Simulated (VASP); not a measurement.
# TaBi (rocksalt type) (Fm-3m) in VASP: further runs, part 2 of 2

VASP 6.6.1. The steps go on from the part before.

**7. Single point, PBE**

This run uses another cell than the first one, of 24.76 Å³/atom, 1.763 times its volume.

INCAR

```
SYSTEM = TaBi
PREC = Accurate
ENCUT = 520
EDIFF = 1E-6
ISMEAR = -1
SIGMA = 0.1
LREAL = .False.
LASPH = .True.
NELM = 60
ALGO = Normal
ISIF = 2
LWAVE = .False.
LCHARG = .False.
GGA = PE
NBANDS = 20
```

KPOINTS

```
regular mesh
0
Gamma
  12 12 12
  0 0 0
```

POSCAR

```
TaBi
1.0
    0.0000000000      2.9145556785      2.9145556785
    2.9145556785      0.0000000000      2.9145556785
    2.9145556785      2.9145556785      0.0000000000
Ta Bi
1 1
Direct
    0.0000000000      0.0000000000      0.0000000000
    0.5000000000      0.5000000000      0.5000000000
```

Potentials or basis: VASP PAW PBE potentials, release 64 (Ta_pv, Bi_d).

Command:

```sh
> cat potpaw_PBE.64/Ta_pv/POTCAR potpaw_PBE.64/Bi_d/POTCAR > POTCAR
> mpirun -np 1 vasp_std > vasp.out
```

OUTCAR:

```text
SYSTEM = TaBi
   PREC = Accurate
   ENCUT = 520
   EDIFF = 1E-6
   ISMEAR = -1
   LREAL = .False.
   LASPH = .True.
   NELM = 60
   ISIF = 2
   GGA = PE

 ion  position               nearest neighbor table
   1  0.000  0.000  0.000-   2 2.91   2 2.91   2 2.91   2 2.91   2 2.91   2 2.91
   2  0.500  0.500  0.500-   1 2.91   1 2.91   1 2.91   1 2.91   1 2.91   1 2.91

  LATTYP: Found a face centered cubic cell.
 ALAT       =     5.8291113570

  Lattice vectors:

 A1 = (   0.0000000000,   2.9145556785,   2.9145556785)
 A2 = (   2.9145556785,   0.0000000000,   2.9145556785)
 A3 = (   2.9145556785,   2.9145556785,   0.0000000000)

Analysis of symmetry for initial positions (statically):
=====================================================================
 Subroutine PRICEL returns:
 Original cell was already a primitive cell.

 Routine SETGRP: Setting up the symmetry group for a
 face centered cubic supercell.

 Subroutine GETGRP returns: Found 48 space group operations
 (whereof 48 operations were pure point group operations)
 out of a pool of 48 trial point group operations.

[... 151 lines left out ...]
 number of electron      25.9999995 magnetization

 Free energy of the ion-electron system (eV)
  ---------------------------------------------------
  ext. energy  EPLUGINS =         0.00000000
  ---------------------------------------------------
  free energy    TOTEN  =       -13.51963671 eV

  energy without entropy =      -13.43089145  energy(sigma->0) =      -13.47526408

 E-fermi :   7.6447     XC(G=0): -11.1311

 val. band max:        7.6405579864   @ k =   0.3333   0.0000   0.0000
 cond. band min:       7.6643645321   @ k =   0.2500   0.2500   0.0000
 fundamental gap:      0.0238065457
 Fermi energy:         7.6447124145

 k-point     1 :       0.0000    0.0000    0.0000
  band No.  band energies     occupation
      1     -27.8504      2.00000
      2     -27.8504      2.00000
      3     -27.8504      2.00000
      4     -15.4445      2.00000
      5     -15.4445      2.00000
      6     -15.3531      2.00000
[... 541 lines left out ...]
     19      15.3498      0.00000
     20      15.8136      0.00000

 [... further k-points ...]
[... 5 lines left out ...]
  --------------------------------------------------------------------------------------
  -------------------------------------------------------------------------------------
  Total       -0.0031193     -0.0031193     -0.0031193      0.0000000      0.0000000     -0.0000000
  in kB       -0.1009294     -0.1009294     -0.1009294      0.0000000      0.0000000     -0.0000000
  external PRESSURE =      -0.1009294 kB  Pullay stress =       0.0000000 kB

 VOLUME and BASIS-vectors are now :
 -----------------------------------------------------------------------------
  energy-cutoff  :      520.00
  volume of cell :       49.52
      direct lattice vectors                 reciprocal lattice vectors
     0.000000000  2.914555679  2.914555679    -0.171552736  0.171552736  0.171552736
     2.914555679  0.000000000  2.914555679     0.171552736 -0.171552736  0.171552736
     2.914555679  2.914555679  0.000000000     0.171552736  0.171552736 -0.171552736

 POSITION                                       TOTAL-FORCE (eV/Angst)
 -----------------------------------------------------------------------------------
      0.00000      0.00000      0.00000        -0.000000     -0.000000     -0.000000
      2.91456      2.91456      2.91456         0.000000      0.000000      0.000000
 -----------------------------------------------------------------------------------
    total drift:                                0.000000     -0.000000      0.000000

  FREE ENERGIE OF THE ION-ELECTRON SYSTEM (eV)
  ---------------------------------------------------
  free  energy   TOTEN  =       -13.5196367093 eV

  energy  without entropy=      -13.4308914487  energy(sigma->0) =      -13.47526408
```

OSZICAR:

```text
N       E                     dE             d eps       ncg     rms          rms(c)
DAV:   1     0.239565953469E+03    0.23957E+03   -0.14350E+04  2880   0.152E+03
DAV:   2     0.504745037844E+00   -0.23906E+03   -0.23396E+03  2960   0.409E+02
DAV:   3    -0.138435184324E+02   -0.14348E+02   -0.14055E+02  3596   0.102E+02
DAV:   4    -0.142413378122E+02   -0.39782E+00   -0.39205E+00  3304   0.170E+01
DAV:   5    -0.142557119890E+02   -0.14374E-01   -0.14368E-01  3820   0.325E+00    0.875E+00
DAV:   6    -0.135428625506E+02    0.71285E+00   -0.19729E+00  3328   0.760E+00    0.291E+00
DAV:   7    -0.135231127749E+02    0.19750E-01   -0.11566E-01  3404   0.323E+00    0.153E+00
DAV:   8    -0.135199524963E+02    0.31603E-02   -0.22023E-02  3720   0.166E+00    0.190E-01
DAV:   9    -0.135196103699E+02    0.34213E-03   -0.27195E-03  3396   0.618E-01    0.121E-01
DAV:  10    -0.135196415540E+02   -0.31184E-04   -0.26903E-04  4044   0.128E-01    0.228E-02
DAV:  11    -0.135196379331E+02    0.36210E-05   -0.14469E-05  3552   0.421E-02    0.969E-03
DAV:  12    -0.135196367209E+02    0.12122E-05   -0.19641E-06  2292   0.157E-02    0.861E-04
DAV:  13    -0.135196367093E+02    0.11581E-07   -0.15722E-07  1708   0.401E-03
   1 F= -.13519637E+02 E0= -.13475264E+02  d E =-.887453E-01
```

Run time: 40 s. Hardware: 1 thread of AMD EPYC 9R45 (Zen 5), shared host; peak memory 0.19 GiB.

Results:

```
Free energy            : -13.5196 eV
Pressure               : 0.0 GPa
Band gap on the k mesh : zero (band 13 reaches 8.01 eV, above the bottom of band 14 at 6.98 eV)
```

Levels at points of the mesh, in eV from the Fermi level:
```tsv
k point	band 11	band 12	band 13	band 14	band 15	band 16
(0.00, 0.00, 0.00)	-0.93	-0.93	-0.29	-0.29	0.67	0.67
(0.50, 0.00, 0.00)	-3.40	-3.40	0.37	0.37	0.48	2.80
(0.50, 0.50, 0.00)	-2.25	-1.72	-1.72	0.21	0.38	0.99
```

Caveat: spin-orbit coupling is left out, which moves the levels of the heavy elements.

**8. Overview**

| task | cell | k mesh | cutoff (eV) | gap on the mesh (eV) | pressure (GPa) |
| --- | --- | --- | --- | --- | --- |
| relaxation of cell and atoms | relaxed to 200 GPa from a = 3.412 Å, angles 60.0°, 2 atoms | 13 × 13 × 13 | 600 | none | 200.0 |
| relaxation of cell and atoms | relaxed to 200 GPa from a = 3.418 Å, angles 60.0°, 2 atoms | 13 × 13 × 13 | 600 | none | 200.0 |
| single point | a = 3.418 Å, angles 60.0°, 2 atoms | 13 × 13 × 13 | 520 | none | 197.7 |
| single point | a = 3.412 Å, angles 60.0°, 2 atoms | 13 × 13 × 13 | 520 | none | 201.6 |
| single point | a = 3.410 Å, angles 60.0°, 2 atoms | 13 × 13 × 13 | 520 | none | 203.0 |
| single point | a = 4.122 Å, angles 60.0°, 2 atoms | 12 × 12 × 12 | 520 | none | 0.0 |

Alike in all rows: level PBE; potentials or basis VASP PAW PBE potentials, release 64 (Ta_pv, Bi_d); no spin polarisation; smearing fermi-dirac 0.1 eV.

Caveats: spin-orbit coupling is left out, which moves the levels of the heavy elements; the cell is relaxed towards a set pressure, so the enthalpy falls and the energy may rise (some runs).

Absolute energies hang on the potentials; compare differences alone.
